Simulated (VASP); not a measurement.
Input of a VASP 6.6.1 run:

Contents of INCAR:

```
  PREC = Accurate
  ENCUT = 520
  EDIFF = 1E-7
  ISMEAR = -1
  SIGMA = 0.05
  LREAL = F
  LASPH = T
  NELM = 80
  ALGO = Normal
  ISIF = 2
  LWAVE = F
  LCHARG = F
  GGA = PE
  NBANDS = 21
```

File KPOINTS:

```
regular mesh
0
Gamma
  11 11 6
```

The input POSCAR:

```
Ru
1.0
    2.7057993300      0.0000000000      0.0000000000
   -1.3528996700      2.3432909600      0.0000000000
    0.0000000000      0.0000000000      4.2819000000
Ru
2
Direct
    0.3333333300      0.6666666700      0.2500000000
    0.6666666700      0.3333333300      0.7500000000
```

Potentials or basis: VASP PAW PBE potentials, release 64 (Ru_pv).

Launch:

```sh
$ cat potpaw_PBE.64/Ru_pv/POTCAR > POTCAR
$ mpirun -np 1 vasp_std > vasp.out
```

(1) What does it give for the band gap on the k mesh?

(2) Predict the pressure.

## Answers

(1) zero (bands 14 and 15 overlap by 3.06 eV).

(2) 4.5 GPa.

Caveat: the cell stands under pressure.
